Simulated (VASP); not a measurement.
# LuSc4O (F-43m) in VASP: single point with PBE

Aim: the single point of LuSc4O with PBE.

All numbers are computed with VASP 6.6.1; they aren't measurements. Logs are shortened: lines on timing, memory, paths and dates and some standing lists are left out, and cuts for length are marked.

### 1 The cell of the first run

It takes space group F-43m (No. 216, cubic). The conventional cell has a = 7.366 Å, b = 7.366 Å, c = 7.366 Å, α = 90.00°, β = 90.00°, γ = 90.00°. Within 4.0 Å of Lu (site symmetry -43m) lie 12 Sc at 3.05 Å and 4 O at 3.19 Å. Within 3.4 Å of Sc (site symmetry 3m) lie 6 Sc at 2.60 to 2.61 Å and 3 Lu at 3.05 Å and 3 O at 3.05 Å. Within 4.0 Å of O (site symmetry -43m) lie 12 Sc at 3.05 Å and 4 Lu at 3.19 Å.

### 2 Single point, PBE

INCAR reads:

```
PREC = Accurate
ENCUT = 520
EDIFF = 1E-6
ISMEAR = 0
SIGMA = 0.1
LREAL = False
LASPH = True
NELM = 100
ALGO = Normal
ISIF = 2
LWAVE = False
LCHARG = False
GGA = PE
NBANDS = 46
```

KPOINTS reads:

```
regular mesh
0
Gamma
  4 4 4
```

POSCAR reads:

```
LuSc4O
1.0
    0.0000000000      3.6832334300      3.6832334300
    3.6832334300      0.0000000000      3.6832334300
    3.6832334300      3.6832334300      0.0000000000
Lu Sc O
1 4 1
Direct
    0.2500000000      0.2500000000      0.2500000000
    0.6249476700      0.1251570000      0.6249476700
    0.6249476700      0.6249476700      0.6249476700
    0.1251570000      0.6249476700      0.6249476700
    0.6249476700      0.6249476700      0.1251570000
    0.0000000000      0.0000000000      0.0000000000
```

Potentials or basis: VASP PAW PBE potentials, release 64 (Lu, Sc_sv, O).

Started as:

```
$ cat potpaw_PBE.64/Lu/POTCAR potpaw_PBE.64/Sc_sv/POTCAR potpaw_PBE.64/O/POTCAR > POTCAR
$ mpirun -np 1 vasp_std > vasp.out
```

OUTCAR:

```text
PREC = Accurate
   ENCUT = 520
   EDIFF = 1E-6
   ISMEAR = 0
   LREAL = False
   LASPH = True
   NELM = 100
   ISIF = 2
   GGA = PE

 ion  position               nearest neighbor table
   1  0.250  0.250  0.250-   2 3.05   4 3.05   4 3.05   5 3.05   2 3.05   5 3.05   3 3.05   3 3.05
                             3 3.05   2 3.05   4 3.05   5 3.05
   2  0.625  0.125  0.625-   3 2.60   4 2.60   5 2.60   4 2.61   5 2.61   3 2.61   1 3.05   1 3.05
                             1 3.05
   3  0.625  0.625  0.625-   2 2.60   4 2.60   5 2.60   4 2.61   2 2.61   5 2.61   1 3.05   1 3.05
                             1 3.05
   4  0.125  0.625  0.625-   2 2.60   3 2.60   5 2.60   2 2.61   5 2.61   3 2.61   1 3.05   1 3.05
                             1 3.05
   5  0.625  0.625  0.125-   2 2.60   3 2.60   4 2.60   2 2.61   4 2.61   3 2.61   1 3.05   1 3.05
                             1 3.05
   6  0.000  0.000  0.000-

  LATTYP: Found a face centered cubic cell.
 ALAT       =     7.3664668600

  Lattice vectors:

 A1 = (   0.0000000000,   3.6832334300,   3.6832334300)
 A2 = (   3.6832334300,   0.0000000000,   3.6832334300)
 A3 = (   3.6832334300,   3.6832334300,   0.0000000000)

Analysis of symmetry for initial positions (statically):
=====================================================================
 Subroutine PRICEL returns:
 Original cell was already a primitive cell.

 Routine SETGRP: Setting up the symmetry group for a
 face centered cubic supercell.

 Subroutine GETGRP returns: Found 24 space group operations
 (whereof 24 operations were pure point group operations)
 out of a pool of 48 trial point group operations.

The static configuration has the point symmetry T_d .

Analysis of symmetry for dynamics (positions and initial velocities):
=====================================================================
 Subroutine PRICEL returns:
 Original cell was already a primitive cell.

 Routine SETGRP: Setting up the symmetry group for a
 face centered cubic supercell.

 Subroutine GETGRP returns: Found 24 space group operations
 (whereof 24 operations were pure point group operations)
 out of a pool of 48 trial point group operations.

The dynamic configuration has the point symmetry T_d .

 Subroutine INISYM returns: Found 24 space group operations
 (whereof 24 operations are pure point group operations),
 and found     1 'primitive' translations

[... 87 lines left out ...]
   EDIFFG = 0.1E-04   stopping-criterion for IOM
   NSW    =      0    number of steps for IOM
   IBRION =     -1    ionic relax: 0-MD 1-quasi-New 2-CG
   NFREE  =      0    steps in history (QN), initial steepest desc. (CG)
   ISIF   =      2    stress and relaxation
   ISYM   =      2    0-nonsym 1-usesym 2-fastsym
   POTIM  = 0.5000    time-step for ionic-motion
   TEBEG  =    0.0;   TEEND  =   0.0 temperature during run
   PSTRESS=    0.0 pullay stress
   NELECT =      75.0000    total number of electrons
   NUPDOWN=      -1.0000    fix difference up-down
   EMIN   =  10.00;   EMAX   =-10.00  energy-range for DOS
   EFERMI =   0.00;   METHOD = LEGACY
   ISMEAR =     0;   SIGMA  =   0.10  broadening in eV -4-tet -1-fermi 0-gaus
   EFERMI_NEDOS =   21; number of points for ismear=-14 and -15
   IALGO  =     38    algorithm
   IMIX   =      4    mixing-type and parameters
     AMIX     =   0.40;   BMIX     =  1.00
     AMIX_MAG =   1.60;   BMIX_MAG =  1.00
  volume/ion in A,a.u.               =      16.66       112.40
  Fermi-wavevector in a.u.,A,eV,Ry     =   1.487725  2.811393 30.114126  2.213326
  Thomas-Fermi vector in A             =   2.600850
   LORBIT       =      0    0 simple, 1 ext, 2 COOP (PROOUT), +10 PAW based schemes
   GGA     = PE    functional components
   LHFCALC =     F    Hartree Fock is set to
   AEXX    =    0.0000 exact exchange contribution
   IVDW    =     0    specifies the selected vdW correction
   LEPSILON=     F    determine dielectric tensor
   LRPA    =     F    only Hartree local field effects (RPA)
 non-spin polarized calculation
 Gauss-broadening in eV      SIGMA  =   0.10
  energy-cutoff  :      520.00
  volume of cell :       99.94
 maximum number of plane-waves:      2733
 NGX is ok and might be reduce to    40
   NGX = 19   NGY = 19   NGZ = 19

 number of electron      74.9999998 magnetization

 Free energy of the ion-electron system (eV)
  ---------------------------------------------------
  ext. energy  EPLUGINS =         0.00000000
  ---------------------------------------------------
  free energy    TOTEN  =       -27.91586439 eV

  energy without entropy =      -27.85129465  energy(sigma->0) =      -27.88357952

 E-fermi :   5.2588     XC(G=0): -11.3981

 val. band max:        5.2224634712   @ k =   0.2500   0.0000   0.0000
 cond. band min:       5.2603922321   @ k =   0.5000   0.0000   0.0000
 fundamental gap:      0.0379287609
 Fermi energy:         5.2587660170

 k-point     1 :       0.0000    0.0000    0.0000
  band No.  band energies     occupation
      1     -50.3282      2.00000
      2     -43.6935      2.00000
      3     -43.1836      2.00000
      4     -43.1836      2.00000
      5     -43.1836      2.00000
      6     -23.7685      2.00000
[... 381 lines left out ...]
     45       7.0611      0.00000
     46       7.1138      0.00000

------------------------ aborting loop because EDIFF is reached ----------------------------------------

  FORCE on cell =-STRESS in cart. coord.  units (eV):
  Direction    XX          YY          ZZ          XY          YZ          ZX
  --------------------------------------------------------------------------------------
  -------------------------------------------------------------------------------------
  Total       17.3659275     17.3659275     17.3659275      0.0000000      0.0000000      0.0000000
  in kB      278.4138527    278.4138527    278.4138527      0.0000000      0.0000000      0.0000000
  external PRESSURE =     278.4138527 kB  Pullay stress =       0.0000000 kB

 VOLUME and BASIS-vectors are now :
 -----------------------------------------------------------------------------
  energy-cutoff  :      520.00
  volume of cell :       99.94
      direct lattice vectors                 reciprocal lattice vectors
     0.000000000  3.683233430  3.683233430    -0.135750288  0.135750288  0.135750288
     3.683233430  0.000000000  3.683233430     0.135750288 -0.135750288  0.135750288
     3.683233430  3.683233430  0.000000000     0.135750288  0.135750288 -0.135750288

 POSITION                                       TOTAL-FORCE (eV/Angst)
 -----------------------------------------------------------------------------------
      1.84162      1.84162      1.84162         0.000000      0.000000      0.000000
      2.76281      4.60366      2.76281        -0.075558      0.075558     -0.075558
      4.60366      4.60366      4.60366         0.075558      0.075558      0.075558
      4.60366      2.76281      2.76281         0.075558     -0.075558     -0.075558
      2.76281      2.76281      4.60366        -0.075558     -0.075558      0.075558
      0.00000      0.00000      0.00000         0.000000      0.000000      0.000000
 -----------------------------------------------------------------------------------
    total drift:                               -0.000073     -0.000073     -0.000073

  FREE ENERGIE OF THE ION-ELECTRON SYSTEM (eV)
  ---------------------------------------------------
  free  energy   TOTEN  =       -27.9158643936 eV

  energy  without entropy=      -27.8512946515  energy(sigma->0) =      -27.88357952
```

OSZICAR:

```text
N       E                     dE             d eps       ncg     rms          rms(c)
DAV:   1     0.119175928722E+04    0.11918E+04   -0.31915E+04  1034   0.405E+03
DAV:   2     0.137636023188E+03   -0.10541E+04   -0.10267E+04   944   0.972E+02
DAV:   3    -0.927778822146E+01   -0.14691E+03   -0.14134E+03  1142   0.349E+02
DAV:   4    -0.282259394418E+02   -0.18948E+02   -0.17994E+02  1352   0.921E+01
DAV:   5    -0.300528147791E+02   -0.18269E+01   -0.17884E+01  1408   0.249E+01    0.195E+01
DAV:   6    -0.289084446077E+02    0.11444E+01   -0.14188E+01  1314   0.268E+01    0.119E+01
DAV:   7    -0.281830780976E+02    0.72537E+00   -0.91262E+00  1304   0.123E+01    0.654E+00
DAV:   8    -0.279145801911E+02    0.26850E+00   -0.12068E+00  1178   0.941E+00    0.136E+00
DAV:   9    -0.279198036501E+02   -0.52235E-02   -0.29669E-01  1312   0.268E+00    0.854E-01
DAV:  10    -0.279167927157E+02    0.30109E-02   -0.27481E-02  1280   0.112E+00    0.579E-01
DAV:  11    -0.279157956128E+02    0.99710E-03   -0.99291E-03  1176   0.609E-01    0.181E-01
DAV:  12    -0.279158653906E+02   -0.69778E-04   -0.11128E-03  1264   0.335E-01    0.434E-02
DAV:  13    -0.279158664479E+02   -0.10573E-05   -0.33083E-04  1392   0.107E-01    0.172E-02
DAV:  14    -0.279158645874E+02    0.18605E-05   -0.40007E-05  1080   0.413E-02    0.635E-03
DAV:  15    -0.279158643936E+02    0.19383E-06   -0.27859E-06   624   0.150E-02
   1 F= -.27915864E+02 E0= -.27883580E+02  d E =-.645697E-01
```

Run time: 1.8 min. Hardware: 1 thread of Intel Xeon 6975P-C, shared host; peak memory 0.26 GiB.

Results:

| Property | Result |
| --- | --- |
| Free energy | -27.9159 eV |
| Pressure | 27.8 GPa |
| Largest force | 0.131 eV/Å |

Forces in eV/Å, atoms in the order of the input:
```
Lu   0.000  0.000  0.000
Sc  -0.076  0.076 -0.076
Sc   0.076  0.076  0.076
Sc   0.076 -0.076 -0.076
Sc  -0.076 -0.076  0.076
O    0.000  0.000  0.000
```

Levels at points of the mesh, in eV from the Fermi level:
```csv
k point,band 33,band 34,band 35,band 36,band 37,band 38,band 39,band 40,band 41,band 42
"(0.00, 0.00, 0.00)",-2.95,-1.58,-1.58,-1.58,-0.04,-0.04,0.38,0.38,0.38,1.73
"(0.50, 0.00, 0.00)",-1.77,-0.88,-0.85,-0.85,-0.09,-0.09,0.00,0.74,0.74,0.91
"(0.50, 0.50, 0.00)",-1.56,-1.04,-0.47,-0.47,-0.21,0.02,0.26,0.33,1.08,1.30
```

Caveat: the k points lie up to 0.37 Å⁻¹ apart; spin-orbit coupling is left out, which moves the levels of the heavy elements; an odd number of electrons without spin polarisation forces a metal; a magnetic or distorted state may lie lower.
